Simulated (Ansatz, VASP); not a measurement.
Given: the input of a run of VASP 6.6.1 on Ta.

The input INCAR:

```
AGGAC = 1.0 ; AGGAX = 1.0
ALDAC = 0.0 ; ALDAX = 1.0
ALGO = Normal ; EDIFF = 1E-6
EDIFFG = -0.005 ; ENCUT = 600
GGA = B5 ; IBRION = 2
ISIF = 3 ; ISMEAR = -1
IVDW = 12 ; LASPH = T
LCHARG = F ; LREAL = F
LWAVE = F ; NELM = 80
NSW = 80 ; PREC = Accurate
SIGMA = 0.05 ; VDW_A1 = 0.4298
VDW_A2 = 4.2359 ; VDW_S6 = 1.0
VDW_S8 = 2.6996
```

Contents of KPOINTS:

```
k-points
0
Gamma
  11 11 11
```

POSCAR

```
Ta
1.0
   -1.6512800000      1.6512800000      1.6512800000
    1.6512800000     -1.6512800000      1.6512800000
    1.6512800000      1.6512800000     -1.6512800000
Ta
1
Direct
    0.0000000000      0.0000000000      0.0000000000
```

Potentials or basis: VASP PAW PBE potentials, release 64 (Ta_pv).

Run with:

```bash
$ cat potpaw_PBE.64/Ta_pv/POTCAR > POTCAR
$ mpirun -np 1 vasp_std > vasp.out
```

Translate it to Ansatz 0.2.0. Potentials there: all-electron LAPW, scalar-relativistic.

As run (the cutoff follows the program's own potentials):

Contents of input.yaml:

```yaml
crystal:
  lattice:
    - [-1.65128, 1.65128, 1.65128]
    - [1.65128, -1.65128, 1.65128]
    - [1.65128, 1.65128, -1.65128]
  atoms:
    - { symbol: Ta, position: [0.0, 0.0, 0.0] }
kpoints:
  mp_grid: { grid: [11, 11, 11] }
scf:
  occupations: { method: fermi_dirac, width: 0.05 }
hamiltonian:
  xc: blyp
  dispersion: d3bj
  pseudopotentials: { kind: all_electron, lapw: { basis_error: 0.001 } }
output:
  forces: true
  stress: true
relax:
  f_tol: 0.005
  max_steps: 60
  cell: {}
```

Potentials or basis: all-electron LAPW, scalar-relativistic.

Launch:

```console
$ ansatz run input.yaml --threads 1 --pin off --max-ram 3072MiB --backend cpu --events-out ev --progress --plain --runs-dir out
```

Both were run:

|  | VASP | Ansatz | Ansatz less VASP |
| --- | --- | --- | --- |
| relaxed volume (Å³/atom) | 17.55 | 17.44 | -0.114 |
| relaxed cell length with the largest relative difference (Å) | 2.836 | 2.829 | -0.0062 |

VASP's potentials were made for PBE, not for BLYP. Ansatz ran all-electron here, and VASP with PAW potentials.

Spin-orbit coupling is off throughout.
